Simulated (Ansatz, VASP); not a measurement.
InSe in VASP and in Ansatz

File INCAR:

```
SYSTEM = InSe
PREC = Accurate
ENCUT = 520
EDIFF = 1E-7
ISMEAR = 0
SIGMA = 0.02
LREAL = .False.
LASPH = .True.
NELM = 80
ALGO = Normal
ISIF = 2
LWAVE = .False.
LCHARG = .False.
LDIPOL = .True.
IDIPOL = 3
DIPOL = 0.5 0.5 0.500
GGA = PE
IVDW = 12
NBANDS = 27
```

Contents of KPOINTS:

```
Automatic mesh
0
Gamma
  9 9 1
  0 0 0
```

Contents of POSCAR:

```
InSe
1.0
    4.1610000000      0.0000000000      0.0000000000
   -2.0805000000      3.6035317051      0.0000000000
    0.0000000000      0.0000000000     36.7211901288
Se In
2 2
Direct
    0.0000000000      0.0000000000      0.4282428102
    0.0000000000      0.0000000000      0.5717294451
    0.6666666667      0.3333333333      0.4627593992
    0.6666666667      0.3333333333      0.5372129085
```

Input for Ansatz:

```yaml
crystal:
  lattice:
    - [4.161, 0.0, 0.0]
    - [-2.0805, 3.6035317051, 0.0]
    - [0.0, 0.0, 36.7211901288]
  atoms:
    - { symbol: Se, position: [0.0, 0.0, 0.4282428102] }
    - { symbol: In, position: [0.6666666667, 0.3333333333, 0.4627593992] }
    - { symbol: In, position: [0.6666666667, 0.3333333333, 0.5372129085] }
    - { symbol: Se, position: [0.0, 0.0, 0.5717294451] }
  periodic: [true, true, false]
basis:
  ecutwfc: 420
kpoints:
  mp_grid: { grid: [9, 9, 1] }
hamiltonian:
  xc: pbe
  dispersion: d3bj
scf:
  occupations: { method: gaussian, width: 0.02 }
output:
  forces: true
  stress: true
  eigenvalues: true
```

Alike in both runs: task single point; functional PBE; dispersion D3(BJ); k mesh 9 × 9 × 1; occupations gaussian, width 0.02 eV; no spin polarisation.

|  | VASP | Ansatz |
| --- | --- | --- |
| version | VASP 6.6.1 | Ansatz 0.2.0 |
| potentials or method | VASP PAW PBE potentials, release 64 (Se, In_d), cutoff 520 eV | scalar-relativistic, plane waves, PAW |
| valence electrons in the cell | 38 | 58 |

```csv
,VASP,Ansatz,Ansatz less VASP
gap on the k mesh at the Fermi level (eV),1.21,1.22,+0.011
least direct gap on the mesh (eV),1.28,1.29,+0.010
rms of the force components (eV/Å),0.271,0.277,+0.0068
```

VASP's potentials hold 38 valence electrons a cell and Ansatz's 58, so a difference there can come from the potentials and not from the codes.
